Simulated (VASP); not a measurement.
Wanted: the native input for a VASP 6.6.1 run.

| Quantity | Value |
| --- | --- |
| Task | relaxation of cell and atoms |
| Functional | r2SCAN |
| Potentials or basis | VASP PAW PBE potentials, release 64 (Pt, Se) |
| Cutoff | 600 eV |
| k mesh | 4 × 4 × 6 |
| Occupations | fermi-dirac, width 0.02 eV |
| Spin | no spin polarisation |
| Dipole correction | no |
| Further INCAR settings | ALGO = Normal; EDIFF = 1e-06; IBRION = 2; EDIFFG = -0.005; NSW = 80; ISIF = 3 |

The system is PtSe2.

```
CELL_PARAMETERS angstrom
5.80084 0.00000 0.00000
0.00000 5.80084 0.00000
0.00000 0.00000 4.00861
ATOMIC_POSITIONS crystal
Pt 0.00000 0.00000 0.00000
Pt 0.50000 0.50000 0.50000
Se 0.31010 0.31010 0.00000
Se 0.18990 0.81010 0.50000
Se 0.81010 0.18990 0.50000
Se 0.68990 0.68990 0.00000
```

The input as run:

POSCAR

```
PtSe2
1.0
    5.8008420823      0.0000000000      0.0000000000
    0.0000000000      5.8008420823      0.0000000000
    0.0000000000      0.0000000000      4.0086147336
Pt Se
2 4
Direct
    0.0000000000      0.0000000000      0.0000000000
    0.5000000000      0.5000000000      0.5000000000
    0.3100953453      0.3100953453      0.0000000000
    0.1899046547      0.8100953453      0.5000000000
    0.8100953453      0.1899046547      0.5000000000
    0.6899046547      0.6899046547      0.0000000000
```

INCAR.step1

```
SYSTEM = PtSe2
PREC = Accurate ; ENCUT = 600
ISMEAR = -1 ; SIGMA = 0.02
LREAL = .False. ; LASPH = .True.
NELM = 60 ; GGA = PE
ALGO = Normal ; EDIFF = 1E-4
LWAVE = .True. ; LCHARG = .False.
```

INCAR.step2

```
SYSTEM = PtSe2
PREC = Accurate ; ENCUT = 600
EDIFF = 1E-6 ; ISMEAR = -1
SIGMA = 0.02 ; LREAL = .False.
LASPH = .True. ; NELM = 60
ALGO = Normal ; ISIF = 3
LWAVE = .False. ; LCHARG = .False.
METAGGA = R2SCAN ; LMIXTAU = .True.
IBRION = 2 ; NSW = 80
EDIFFG = -0.005 ; ISTART = 1
```

KPOINTS

```
Automatic mesh
0
Gamma
  4 4 6
  0 0 0
```

Potentials or basis: VASP PAW PBE potentials, release 64 (Pt, Se).

Command:

```sh
$ cat potpaw_PBE.64/Pt/POTCAR potpaw_PBE.64/Se/POTCAR > POTCAR
$ cp INCAR.step1 INCAR
$ mpirun -np 1 vasp_std > vasp.out
$ cp INCAR.step2 INCAR
$ mpirun -np 1 vasp_std > vasp.out
```

It gave:

| Property | Result |
| --- | --- |
| Relaxed volume | 21.92 Å³/atom |
| Relaxed cell | a = 5.747 Å, b = 5.747 Å, c = 3.983 Å, α = 90.00°, β = 90.00°, γ = 90.00° |
| Space group after relaxing (to 0.1 Å) | P4_2/mnm (No. 136) |
| Energy gained by relaxing | 4.4 meV/atom |
| Ionic steps | 5 |
| Pressure after relaxing | 0.0 GPa |
| Largest force after relaxing | 0.003 eV/Å |
| Band gap on the k mesh | zero (bands 22 and 23 overlap by 0.38 eV) |

Caveat: the PAW data sets were made with another functional, which shifts forces and pressure a little; spin-orbit coupling is left out, which moves the levels of the heavy elements.

Run time: 8.2 min on 1 thread of Intel(R) Xeon(R) 6975P-C (Granite Rapids), with other jobs on the host, peak memory 0.35 GiB.
